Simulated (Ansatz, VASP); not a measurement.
# Two plane-wave programs on ZnSe

```
Zn Se
1.0
     0.00000    2.49516    2.49516
     2.49516    0.00000    2.49516
     2.49516    2.49516    0.00000
Zn Se
1 1
Direct
  0.00000 0.00000 0.00000
  0.25000 0.25000 0.25000
```

Change from the starting cell: volume scaled by 0.72, PAW files.

Alike in both runs: task single point; functional LDA; k mesh 11 × 11 × 11; occupations fermi-dirac, width 0.08 eV; no spin polarisation.

|  | VASP | Ansatz |
| --- | --- | --- |
| version | VASP 6.6.1 | Ansatz 0.2.0 |
| potentials or method | VASP PAW LDA potentials, release 64 (Zn, Se) | PAW with Ansatz's default frozen-core files, scalar-relativistic |
| plane-wave cutoff (eV) | 520 | 420 |
| valence electrons in the cell | 18 | 28 |

```csv
,VASP,Ansatz,Ansatz less VASP
pressure (GPa),50.9,49.5,-1.43
```

LDA's correlation is that of Perdew and Zunger in VASP and of Perdew and Wang (1992) in Ansatz. Both programs put the cell under a high pressure, so it lies far from rest at this level. VASP's potentials hold 18 valence electrons a cell and Ansatz's 28, so a difference there can come from the potentials and not from the codes.
